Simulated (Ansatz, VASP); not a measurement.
**V: VASP beside Ansatz**

```
V
1.0
    -1.49839    1.49839    1.49839
     1.49839   -1.49839    1.49839
     1.49839    1.49839   -1.49839
V
1
Direct
  0.00000 0.00000 0.00000
```

Alike in both runs: task single point; functional PBE; k mesh 20 × 20 × 20; occupations gaussian, width 0.05 eV; collinear spin.

|  | VASP | Ansatz |
| --- | --- | --- |
| version | VASP 6.6.1 | Ansatz 0.2.0 |
| potentials or method | VASP PAW PBE potentials, release 64 (V_sv), cutoff 520 eV | scalar-relativistic, plane waves, PAW |
| valence electrons in the cell | 13 | 13 |

VASP gave:

| Quantity | Value |
| --- | --- |
| gap on the k mesh at the Fermi level (eV) | none |
| pressure (GPa) | 0.3 |
| net moment per atom (μB) | 0.00 |

Question: Estimate Ansatz's values.

Answer: gap on the k mesh at the Fermi level (eV): none; pressure (GPa): 0.0; net moment per atom (μB): 0.00.

A gap of «none» marks a metal or a gap that the smearing closes. With one functional, cell and mesh, what is left measures potentials, basis and numerics. Ansatz's warnings: seeded moment not kept.
